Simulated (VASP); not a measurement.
Wanted: the native input for a VASP 6.6.1 run.

| Property | Result |
| --- | --- |
| Task | single point |
| Functional | PBE |
| Potentials or basis | VASP PAW PBE potentials, release 64 (Zr_sv, H) |
| Cutoff | 520 eV |
| k mesh | 6 × 6 × 4 |
| Occupations | gaussian, width 0.1 eV |
| Spin | no spin polarisation |
| Dipole correction | no |
| Further INCAR settings | ALGO = Normal; EDIFF = 1e-06; NBANDS = 16 |

The structure of ZrH4 lies in POSCAR:

```
ZrH4
1.0
    3.0987341800      0.0000000000      0.0000000000
    0.0000000000      3.3466329100      0.0000000000
    0.0000000000      0.0000000000      5.3671650300
Zr H
1 4
Direct
    0.0000000000      0.0000000000      0.0000000000
    0.0000000000      0.5000000000      0.6666666700
    0.5000000000      0.5000000000      0.1666666700
    0.5000000000      0.5000000000      0.8333333300
    0.0000000000      0.5000000000      0.3333333300
```

One way to write it, as run:

INCAR

```
PREC = Accurate
ENCUT = 520
EDIFF = 1E-6
ISMEAR = 0
SIGMA = 0.1
LREAL = F
LASPH = T
NELM = 100
ALGO = Normal
ISIF = 2
LWAVE = F
LCHARG = F
GGA = PE
NBANDS = 16
```

KPOINTS

```
regular mesh
0
Gamma
  6 6 4
```

Potentials or basis: VASP PAW PBE potentials, release 64 (Zr_sv, H).

Command:

```console
$ cat potpaw_PBE.64/Zr_sv/POTCAR potpaw_PBE.64/H/POTCAR > POTCAR
$ mpirun -np 1 vasp_std > vasp.out
```

Results of the run:

- Pressure: -16.1 GPa
- Largest force: 0.956 eV/Å
- Band gap on the k mesh: zero (band 8 reaches 3.87 eV, above the bottom of band 9 at 2.40 eV)

Run time: 21 s on 1 thread of AMD EPYC 9R45 96-Core Processor (Zen 5) (shared host), peak memory 0.16 GiB.
